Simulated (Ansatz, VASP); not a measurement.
# One calculation of GaSb, two programs

The input INCAR:

```
SYSTEM = GaSb
  PREC = Accurate
  ENCUT = 520
  EDIFF = 1E-6
  ISMEAR = -1
  SIGMA = 0.05
  LREAL = .False.
  LASPH = .True.
  NELM = 100
  ALGO = Normal
  ISIF = 2
  LWAVE = .False.
  LCHARG = .False.
  GGA = PE
  NBANDS = 16
```

The input KPOINTS:

```
Automatic mesh
0
Gamma
  10 10 10
  0 0 0
```

Contents of POSCAR:

```
GaSb
1.0
   -1.5763757296      2.7102044447      2.9313872741
    1.5763757296     -2.7102044447      2.9313872741
    1.5763757296      2.7102044447     -2.9313872741
Sb Ga
1 1
Direct
    0.5000000000      0.5000000000      0.0000000000
    0.0000000000      0.0000000000      0.0000000000
```

input.yaml

```yaml
crystal:
  lattice:
    - [-1.5763757296, 2.7102044447, 2.9313872741]
    - [1.5763757296, -2.7102044447, 2.9313872741]
    - [1.5763757296, 2.7102044447, -2.9313872741]
  atoms:
    - { symbol: Sb, position: [0.5, 0.5, 0.0] }
    - { symbol: Ga, position: [0.0, 0.0, 0.0] }
hamiltonian:
  xc: pbe
  pseudopotentials: { kind: paw }
kpoints:
  mp_grid: { grid: [10, 10, 10] }
scf:
  occupations: { method: fermi_dirac, width: 0.05 }
output:
  forces: true
  stress: true
  eigenvalues: true
```

Alike in both runs: task single point; functional PBE; k mesh 10 × 10 × 10; occupations fermi-dirac, width 0.05 eV; no spin polarisation.

```csv
,VASP,Ansatz
version,VASP 6.6.1,Ansatz 0.2.0
potentials or method,"VASP PAW PBE potentials, release 64 (Sb, Ga_d)",Ansatz PAW
plane-wave cutoff (eV),520,420
valence electrons in the cell,18,28
```

|  | VASP | Ansatz | Ansatz less VASP |
| --- | --- | --- | --- |
| gap on the k mesh at the Fermi level (eV) | none | none | - |
| pressure (GPa) | -2.0 | -2.0 | +0.01 |
| traceless stress, the component that is largest in VASP (GPa) | 0.83 | 0.86 | +0.026 |

A gap of «none» marks a metal or a gap that the smearing closes. VASP's potentials hold 18 valence electrons a cell and Ansatz's 28, so a difference there can come from the potentials and not from the codes.

Neither program's run includes spin-orbit coupling.
